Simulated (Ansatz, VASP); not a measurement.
**One calculation of P, two programs**

Contents of POSCAR:

```
P
1.0
    1.6800600174     -5.5722225395      0.0000000000
    1.6800600174      5.5722225395      0.0000000000
    0.0000000000      0.0000000000      4.6327491080
P
4
Direct
    0.9041431300      0.0958568700      0.5888151700
    0.0958568700      0.9041431300      0.4111848300
    0.5958568700      0.4041431300      0.0888151700
    0.4041431300      0.5958568700      0.9111848300
```

File INCAR.step1:

```
SYSTEM = P
PREC = Accurate ; ENCUT = 520
ISMEAR = -1 ; SIGMA = 0.05
LREAL = .False. ; LASPH = .True.
NELM = 60 ; NBANDS = 18
GGA = PE ; ALGO = Normal
EDIFF = 1E-4 ; LWAVE = .True.
LCHARG = .False.
```

Contents of INCAR.step2:

```
SYSTEM = P
PREC = Accurate ; ENCUT = 520
EDIFF = 1E-6 ; ISMEAR = -1
SIGMA = 0.05 ; LREAL = .False.
LASPH = .True. ; NELM = 60
ALGO = Normal ; ISIF = 2
LWAVE = .False. ; LCHARG = .False.
METAGGA = R2SCAN ; LMIXTAU = .True.
NBANDS = 18 ; ISTART = 1
```

File KPOINTS:

```
Automatic mesh
0
Gamma
  8 8 6
  0 0 0
```

input.yaml

```yaml
crystal:
  lattice:
    - [1.6800600174, -5.5722225395, 0.0]
    - [1.6800600174, 5.5722225395, 0.0]
    - [0.0, 0.0, 4.632749108]
  atoms:
    - { symbol: P, position: [0.90414313, 0.09585687, 0.58881517] }
    - { symbol: P, position: [0.09585687, 0.90414313, 0.41118483] }
    - { symbol: P, position: [0.59585687, 0.40414313, 0.08881517] }
    - { symbol: P, position: [0.40414313, 0.59585687, 0.91118483] }
hamiltonian:
  xc: r2scan
  pseudopotentials: { kind: paw }
kpoints:
  mp_grid: { grid: [8, 8, 6] }
scf:
  occupations: { method: fermi_dirac, width: 0.05 }
output:
  forces: true
  stress: true
  eigenvalues: true
```

Alike in both runs: task single point; functional r2SCAN; k mesh 8 × 8 × 6; occupations fermi-dirac, width 0.05 eV; no spin polarisation.

```csv
,VASP,Ansatz
version,VASP 6.6.1,Ansatz 0.2.0
potentials or method,"VASP PAW PBE potentials, release 64 (P)",Ansatz PAW
plane-wave cutoff (eV),520,500
valence electrons in the cell,20,20
```

```tsv
	VASP	Ansatz	Ansatz less VASP
gap on the k mesh at the Fermi level (eV)	0.37	0.35	-0.024
least direct gap on the mesh (eV)	0.37	0.35	-0.024
pressure (GPa)	-4.0	-3.5	+0.52
traceless stress, the component that is largest in VASP (GPa)	-1.08	-1.05	+0.032
rms of the force components (eV/Å)	0.261	0.214	-0.0473
```

VASP's potentials were made for PBE, not for r2SCAN. Atom by atom the forces differ by 0.049 eV/Å (rms over components). The functional is the same, so the differences come from potentials, cutoffs and numerics.
